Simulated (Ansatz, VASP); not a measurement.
**LiBr in VASP and in Ansatz**

```xyz
2
Lattice="0.0000 2.8090 2.8090 2.8090 0.0000 2.8090 2.8090 2.8090 0.0000" Properties=species:S:1:pos:R:3 pbc="T T T"
Li    0.0000    0.0000    0.0000
Br    2.8090    2.8090    2.8090
```

Alike in both runs: task single point; functional PBE; k mesh 6 × 6 × 6; no spin polarisation.

```csv
,VASP,Ansatz
version,VASP 6.6.1,Ansatz 0.2.0
potentials or method,"VASP PAW PBE potentials, release 64 (Li_sv, Br)","plane waves, PAW"
plane-wave cutoff (eV),750,420
occupations,"gaussian, width 0.01 eV",fixed
valence electrons in the cell,10,10
```

```tsv
	VASP	Ansatz	Ansatz less VASP
gap on the k mesh at the Fermi level (eV)	4.68	4.68	-0.003
pressure (GPa)	-1.3	-1.3	+0.04
```
